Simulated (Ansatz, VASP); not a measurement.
## One calculation of Hf, two programs

```
Hf
1.0
     2.89132    0.00000    0.00000
     0.00000    2.89132    0.00000
     0.00000    0.00000    2.89132
Hf
1
Direct
  0.00000 0.00000 0.00000
```

Alike in both runs: task relaxation of cell and atoms; functional revPBE; k mesh 11 × 11 × 11; occupations fermi-dirac, width 0.1 eV; no spin polarisation.

|  | VASP | Ansatz |
| --- | --- | --- |
| version | VASP 6.6.1 | Ansatz 0.2.0 |
| potentials or method | VASP PAW PBE potentials, release 64 (Hf_pv), cutoff 600 eV | plane waves (420 eV) with PAW, scalar-relativistic |
| valence electrons in the cell | 10 | 26 |

|  | VASP | Ansatz | Ansatz less VASP |
| --- | --- | --- | --- |
| relaxed volume (Å³/atom) | 25.32 | 25.42 | +0.106 |
| relaxed cell length with the largest relative difference (Å) | 2.936 | 2.940 | +0.0041 |

VASP's potentials were made for PBE, not for revPBE. VASP's potentials hold 10 valence electrons a cell and Ansatz's 26, so a difference there can come from the potentials and not from the codes.

Neither program's run includes spin-orbit coupling.
